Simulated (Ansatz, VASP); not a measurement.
# Two plane-wave programs on SnO

The input INCAR:

```
PREC = Accurate
ENCUT = 520
EDIFF = 1E-6
ISMEAR = 0
SIGMA = 0.15
LREAL = False
LASPH = True
NELM = 80
ALGO = Fast
ISIF = 2
LWAVE = False
LCHARG = True
GGA = PS
LELF = True
LVHAR = True
NBANDS = 28
```

The input KPOINTS:

```
regular mesh
0
Gamma
  12 12 10
```

POSCAR

```
SnO
1.0
    3.8020000000      0.0000000000      0.0000000000
    0.0000000000      3.8020000000      0.0000000000
    0.0000000000      0.0000000000      4.8360000000
Sn O
2 2
Direct
    0.0000000000      0.5000000000      0.2385000000
    0.5000000000      0.0000000000      0.7615000000
    0.0000000000      0.0000000000     -0.0620347395
    0.5000000000      0.5000000000      0.0000000000
```

Input for Ansatz:

```yaml
crystal:
  lattice:
    - [3.802, 0.0, 0.0]
    - [0.0, 3.802, 0.0]
    - [0.0, 0.0, 4.836]
  atoms:
    - { symbol: Sn, position: [0.0, 0.5, 0.2385] }
    - { symbol: Sn, position: [0.5, 0.0, 0.7615] }
    - { symbol: O, position: [0.0, 0.0, -0.0620347395] }
    - { symbol: O, position: [0.5, 0.5, 0.0] }
basis:
  ecutwfc: 420
kpoints:
  mp_grid: { grid: [12, 12, 10] }
hamiltonian:
  xc: pbesol
scf:
  occupations: { method: gaussian, width: 0.15 }
output:
  forces: true
  stress: true
  eigenvalues: true
```

Alike in both runs: task single point; functional PBEsol; k mesh 12 × 12 × 10; occupations gaussian, width 0.15 eV; no spin polarisation.

|  | VASP | Ansatz |
| --- | --- | --- |
| version | VASP 6.6.1 | Ansatz 0.2.0 |
| potentials or method | VASP PAW PBE potentials, release 64 (Sn_d, O), cutoff 520 eV | scalar-relativistic, plane waves, PAW |
| valence electrons in the cell | 40 | 40 |

Ansatz gave:

```
gap on the k mesh at the Fermi level (eV)                     : none
pressure (GPa)                                                : 1.2
traceless stress, the component that is largest in VASP (GPa) : 5.32
rms of the force components (eV/Å)                            : 0.716
```

Task: Estimate VASP's values.

Result: gap on the k mesh at the Fermi level (eV): none; pressure (GPa): 1.4; traceless stress, the component that is largest in VASP (GPa): 5.51; rms of the force components (eV/Å): 0.733.

VASP's potentials were made for PBE, not for PBEsol. Atom by atom the forces differ by 0.034 eV/Å (rms over components). A gap of «none» marks a metal or a gap that the smearing closes.
